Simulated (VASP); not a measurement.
The system is Ti.

```
Ti
1.0
     2.95000    0.00000    0.00000
    -1.47500    2.55477    0.00000
     0.00000    0.00000    4.68000
Ti
2
Direct
  0.66667 0.33333 0.75000
  0.33333 0.66667 0.25000
```

```yaml
Program: VASP 6.6.1
Task: relaxation of cell and atoms
Functional: PBEsol
Dispersion: D3(BJ)
Potentials_or_basis: VASP PAW PBE potentials, release 64 (Ti_sv)
Cutoff: 600 eV
k_mesh: 10 × 10 × 6
Occupations: fermi-dirac, width 0.05 eV
Spin: no spin polarisation
```

At the start: pressure -11.3 GPa; volume 17.64 Å³/atom.

Task: Where does the relaxation end?

Result: Over 7 steps the energy falls by 69.4 meV/atom and the volume is 15.83 Å³/atom (-10.2 %); space group P6_3/mmc (No. 194, to 0.05 Å).

The path:
```
step  energy change (eV)  largest force (eV/Å)  pressure (GPa)  volume (Å³)
   1              0.0000                0.0000          -11.35        35.27
   2             -0.0587                0.0000           11.35        29.27
   3             -0.1386                0.0000           -0.11        31.69
   4             -0.1386                0.0000            0.17        31.62
   5             -0.1387                0.0000           -0.11        31.69
   6             -0.1387                0.0000           -0.11        31.69
   7             -0.1387                0.0000           -0.02        31.67
```

Final structure:
```
Ti
1.0
     2.85047    0.00000    0.00000
    -1.42523    2.46858    0.00000
     0.00000    0.00000    4.50011
Ti
2
Direct
  0.66667 0.33333 0.75000
  0.33333 0.66667 0.25000
```

Caveat: the PAW data sets were made with another functional, which shifts forces and pressure a little; the volume moved by -10 % from the deposited cell, more than functionals usually miss; pairwise dispersion overbinds metals, which lowers pressure and volume.
